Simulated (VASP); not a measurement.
Crystal: HfB.

```xyz
2
Lattice="0.0000 2.3100 2.3100 2.3100 0.0000 2.3100 2.3100 2.3100 0.0000" Properties=species:S:1:pos:R:3 pbc="T T T"
Hf    2.3100    2.3100    2.3100
B     0.0000    0.0000    0.0000
```

* Program: VASP 6.6.1
* Task: relaxation of cell and atoms
* Functional: revPBE
* Dispersion: D3(BJ)
* Potentials or basis: VASP PAW PBE potentials, release 64 (Hf_pv, B)
* Cutoff: 600 eV
* k mesh: 5 × 5 × 5
* Occupations: methfessel-paxton, width 0.1 eV
* Spin: no spin polarisation

At the start: pressure 24.3 GPa; volume 12.33 Å³/atom.

Q: How do energy, volume and symmetry change on relaxing?

A: Over 4 steps the energy falls by 96.9 meV/atom and the volume is 13.73 Å³/atom (+11.4 %); space group Fm-3m (No. 225, to 0.05 Å).

The path:
```
step  energy change (eV)  largest force (eV/Å)  pressure (GPa)  volume (Å³)
   1              0.0000                0.0000           24.25        24.65
   2              0.1320                0.0000          -20.56        31.93
   3             -0.1936                0.0000           -0.68        27.55
   4             -0.1938                0.0000           -0.09        27.46
```

Final structure:
```
Hf B
1.0
     0.00000    2.39461    2.39461
     2.39461    0.00000    2.39461
     2.39461    2.39461    0.00000
Hf B
1 1
Direct
  0.50000 0.50000 0.50000
  0.00000 0.00000 0.00000
```

Caveat: the k points lie up to 0.45 Å⁻¹ apart in the final cell; the PAW data sets were made with another functional, which shifts forces and pressure a little; the volume moved by +11 % from the deposited cell, more than functionals usually miss; pairwise dispersion overbinds metals, which lowers pressure and volume.
